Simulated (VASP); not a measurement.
Here is a VASP 6.6.1 calculation.

The input INCAR:

```
SYSTEM = Sn2Te3Pt
ALGO = Normal ; EDIFF = 1E-7
EDIFFG = -0.01 ; ENCUT = 600
GGA = PE ; IBRION = 2
ISIF = 3 ; ISMEAR = 0
LASPH = .TRUE. ; LCHARG = .FALSE.
LREAL = .FALSE. ; LWAVE = .FALSE.
NELM = 100 ; NSW = 100
PREC = Accurate ; SIGMA = 0.1
```

KPOINTS

```
k-points
0
G
  6 6 8
  0 0 0
```

File POSCAR:

```
Sn2Te3Pt
1.0
    6.5366835200      0.0000000000      0.0000000000
   -3.2683417600      5.6609339800      0.0000000000
    0.0000000000      0.0000000000      4.8002584100
Sn Te Pt
2 3 1
Direct
    0.6666666700      0.3333333300      0.0000000000
    0.3333333300      0.6666666700      0.0000000000
    0.0000000000      0.5000000000      0.5000000000
    0.5000000000      0.0000000000      0.5000000000
    0.5000000000      0.5000000000      0.5000000000
    0.0000000000      0.0000000000      0.0000000000
```

Potentials or basis: VASP PAW PBE potentials, release 64 (Sn_d, Te, Pt).

The run is started by

```bash
$ cat potpaw_PBE.64/Sn_d/POTCAR potpaw_PBE.64/Te/POTCAR potpaw_PBE.64/Pt/POTCAR > POTCAR
$ mpirun -np 1 vasp_std > vasp.out
```

Task: What does it give for the space group after relaxing (to 0.05 Å)?

Result: P6/mmm (No. 191).

Task: Estimate the relaxed cell.

Result: a = 5.790 Å, b = 5.790 Å, c = 6.336 Å, α = 90.00°, β = 90.00°, γ = 120.00°.

The path:
```csv
step,energy change (eV),largest force (eV/Å),pressure (GPa),volume (Å³)
1,0.0000,0.0000,3.12,177.63
2,-0.3907,0.0000,-1.15,192.57
3,-0.4129,0.0000,-2.53,199.86
4,-0.8312,0.0000,-2.11,193.64
5,-1.1788,0.0000,5.95,170.19
6,-1.3448,0.0000,-0.98,184.96
7,-1.5035,0.0000,1.20,177.84
8,-1.5015,0.0000,1.43,177.32
9,-1.4982,0.0000,0.71,184.46
10,-1.5205,0.0000,0.99,180.79
11,-1.5198,0.0000,-0.94,187.35
12,-1.5327,0.0000,0.00,183.95
```
